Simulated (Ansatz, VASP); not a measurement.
KTaO3 in VASP and in Ansatz

File INCAR:

```
PREC = Accurate ; ENCUT = 520
EDIFF = 1E-7 ; ISMEAR = 0
SIGMA = 0.02 ; LREAL = F
LASPH = T ; NELM = 100
ALGO = Normal ; ISIF = 2
LWAVE = F ; LCHARG = T
GGA = PS ; LELF = T
LVHAR = T ; NBANDS = 27
```

KPOINTS

```
regular mesh
0
Gamma
  8 8 8
```

Contents of POSCAR:

```
KTaO3
1.0
    4.1051803310      0.0000000000      0.0000000000
    0.0000000000      4.1051803310      0.0000000000
    0.0000000000      0.0000000000      3.9472889857
K Ta O
1 1 3
Direct
    0.5000000000      0.5000000000      0.5000000000
    0.0000000000      0.0000000000      0.0000000000
    0.0000000000      0.5000000000      0.0000000000
    0.0000000000      0.0000000000      0.5000000000
    0.5000000000      0.0000000000      0.0000000000
```

Input for Ansatz:

```yaml
crystal:
  lattice:
    - [4.105180331, 0.0, 0.0]
    - [0.0, 4.105180331, 0.0]
    - [0.0, 0.0, 3.9472889857]
  atoms:
    - { symbol: K, position: [0.5, 0.5, 0.5] }
    - { symbol: Ta, position: [0.0, 0.0, 0.0] }
    - { symbol: O, position: [0.0, 0.5, 0.0] }
    - { symbol: O, position: [0.0, 0.0, 0.5] }
    - { symbol: O, position: [0.5, 0.0, 0.0] }
basis:
  ecutwfc: 420
kpoints:
  mp_grid: { grid: [8, 8, 8] }
  band_path: { path: [VBM, CBM], npoints: 2 }
hamiltonian:
  xc: pbesol
scf:
  occupations: { method: gaussian, width: 0.02 }
output:
  forces: true
  stress: true
  eigenvalues: true
checkpoint:
  read: start.run
  write: ck
  compress: false
  write_wavefunctions: false
  write_every: 100000
```

Alike in both runs: task single point; functional PBEsol; k mesh 8 × 8 × 8; occupations gaussian, width 0.02 eV; no spin polarisation.

```csv
,VASP,Ansatz
version,VASP 6.6.1,Ansatz 0.2.0
potentials or method,"VASP PAW PBE potentials, release 64 (K_sv, Ta_pv, O), cutoff 520 eV","scalar-relativistic, plane waves, PAW"
valence electrons in the cell,38,40
```

|  | VASP | Ansatz | Ansatz less VASP |
| --- | --- | --- | --- |
| gap on the k mesh at the Fermi level (eV) | 1.91 | 1.96 | +0.042 |
| least direct gap on the mesh (eV) | 2.55 | 2.59 | +0.038 |
| pressure (GPa) | -7.9 | -8.5 | -0.60 |
| traceless stress, the component that is largest in VASP (GPa) | 8.65 | 8.50 | -0.154 |

VASP's potentials were made for PBE, not for PBEsol. With one functional, cell and mesh, what is left measures potentials, basis and numerics. VASP's potentials hold 38 valence electrons a cell and Ansatz's 40, so a difference there can come from the potentials and not from the codes.

Spin-orbit coupling is off throughout.
